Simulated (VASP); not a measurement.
Input of a VASP 6.6.1 run:

The input INCAR:

```
SYSTEM = CdH2
PREC = Accurate ; ENCUT = 520
EDIFF = 1E-7 ; ISMEAR = -1
SIGMA = 0.02 ; LREAL = .FALSE.
LASPH = .TRUE. ; NELM = 100
ALGO = Normal ; ISIF = 2
LWAVE = .FALSE. ; LCHARG = .FALSE.
GGA = PE ; NBANDS = 14
```

File KPOINTS:

```
Automatic mesh
0
G
  8 8 8
  0 0 0
```

Contents of POSCAR:

```
CdH2
1.0
    0.0000000000      2.5271675656      2.5271675656
    2.5271675656      0.0000000000      2.5271675656
    2.5271675656      2.5271675656      0.0000000000
Cd H
1 2
Direct
    0.0000000000      0.0000000000      0.0000000000
    0.2500000000      0.2500000000      0.2500000000
    0.7500000000      0.7500000000      0.7500000000
```

Potentials or basis: VASP PAW PBE potentials, release 64 (Cd, H).

Command:

```console
$ cat potpaw_PBE.64/Cd/POTCAR potpaw_PBE.64/H/POTCAR > POTCAR
$ mpirun -np 1 vasp_std > vasp.out
```

(1) Estimate the band gap on the k mesh.

(2) What does it give for the pressure?

Answers

(1) zero (band 7 reaches 1.89 eV, above the bottom of band 8 at 0.97 eV).

(2) 2.0 GPa.
